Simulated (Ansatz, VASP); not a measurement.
**Ta2N: VASP beside Ansatz**

```xyz
3
Lattice="3.1129 0.0000 0.0000 -1.5564 2.6958 0.0000 0.0000 0.0000 4.8698" Properties=species:S:1:pos:R:3 pbc="T T T"
Ta    0.0000    1.7972    1.2404
Ta    1.5564    0.8986    3.6294
N     0.0000    0.0000    0.0000
```

Alike in both runs: functional PBEsol; k mesh 10 × 10 × 6; occupations fermi-dirac, width 0.05 eV; non-collinear spin, spin-orbit coupling.

```csv
,VASP,Ansatz
version,VASP 6.6.1,Ansatz 0.2.0
potentials or method,"VASP PAW PBE potentials, release 64 (Ta_pv, N)",Ansatz PAW
plane-wave cutoff (eV),520,420
valence electrons in the cell,27,31
task,single point,band structure
```

```csv
,VASP,Ansatz,Ansatz less VASP
pressure (GPa),-8.3,-9.5,-1.12
"traceless stress, the component that is largest in VASP (GPa)",0.39,0.63,+0.244
rms of the force components (eV/Å),0.120,0.146,+0.0259
```

VASP's potentials were made for PBE, not for PBEsol. Atom by atom the forces differ by 0.026 eV/Å (rms over components). VASP's potentials hold 27 valence electrons a cell and Ansatz's 31, so a difference there can come from the potentials and not from the codes.
